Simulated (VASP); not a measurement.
The system is MgO.

```xyz
2
Lattice="0.0000 2.2820 2.2820 2.2820 0.0000 2.2820 2.2820 2.2820 0.0000" Properties=species:S:1:pos:R:3 pbc="T T T"
Mg    0.0000    0.0000    0.0000
O     1.1410    1.1410    1.1410
```

Base run:

```yaml
Program: VASP 6.6.1
Functional: PBE
Potentials_or_basis: VASP PAW PBE potentials, release 64 (Mg, O)
Cutoff: 520 eV
k_mesh: 8 × 8 × 8
Occupations: gaussian, width 0.01 eV
Spin: no spin polarisation
```

Its results: band gap on the k mesh 3.64 eV, direct; pressure 3.5 GPa.

Q: The run is repeated on the same cell with these changes: functional from PBE to r2SCAN. What comes out?

A: Band gap on the k mesh 4.32 eV, direct; pressure -0.5 GPa.

r2SCAN gives the wider gap, since meta-GGAs in the generalised Kohn-Sham scheme recover part of the derivative discontinuity.

Caveats: the PAW data sets were made with another functional, which shifts forces and pressure a little (some runs).

